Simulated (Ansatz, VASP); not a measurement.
One calculation of Ti, two programs

```
CELL_PARAMETERS angstrom
2.90044 0.00000 0.00000
-1.45022 2.51185 0.00000
0.00000 0.00000 4.59099
ATOMIC_POSITIONS crystal
Ti 0.33333 0.66667 0.25000
Ti 0.66667 0.33333 0.75000
```

Alike in both runs: functional PBEsol; k mesh 18 × 18 × 10; occupations gaussian, width 0.1 eV; no spin polarisation.

Ansatz relaxed the structure, and its values are those at the end. VASP's run is a single point on that final structure, the one shown.

|  | VASP | Ansatz |
| --- | --- | --- |
| version | VASP 6.6.1 | Ansatz 0.2.0 |
| potentials or method | VASP PAW PBE potentials, release 64 (Ti_sv), cutoff 520 eV | scalar-relativistic, plane waves, PAW |
| valence electrons in the cell | 24 | 24 |

|  | VASP | Ansatz | Ansatz less VASP |
| --- | --- | --- | --- |
| gap on the k mesh at the Fermi level (eV) | none | none | - |
| pressure (GPa) | -0.4 | 0.0 | +0.37 |

VASP's potentials were made for PBE, not for PBEsol. A gap of «none» marks a metal or a gap that the smearing closes.
